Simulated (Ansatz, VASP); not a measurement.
# SiO2 in VASP and in Ansatz

```
Si O
1.0
     0.00000    2.26417    2.35564
     2.26417    0.00000    2.35564
     2.26417    2.26417    0.00000
Si O
1 2
Direct
  0.00000 0.00000 0.00000
  0.25000 0.25000 0.25000
  0.75000 0.75000 0.75000
```

Change from the starting cell: uniaxial_z strain +4.0%.

Alike in both runs: task single point; functional r2SCAN; k mesh 10 × 10 × 10; no spin polarisation.

|  | VASP | Ansatz |
| --- | --- | --- |
| version | VASP 6.6.1 | Ansatz 0.2.0 |
| potentials or method | VASP PAW PBE potentials, release 64 (Si, O) | plane waves, PAW |
| plane-wave cutoff (eV) | 520 | 500 |
| occupations | gaussian, width 0.01 eV | fixed |
| valence electrons in the cell | 16 | 16 |

|  | VASP | Ansatz | Ansatz less VASP |
| --- | --- | --- | --- |
| gap on the k mesh at the Fermi level (eV) | 2.08 | 2.09 | +0.011 |
| pressure (GPa) | -10.1 | -10.6 | -0.49 |
| traceless stress, the component that is largest in VASP (GPa) | -27.41 | -27.44 | -0.026 |

VASP's potentials were made for PBE, not for r2SCAN.
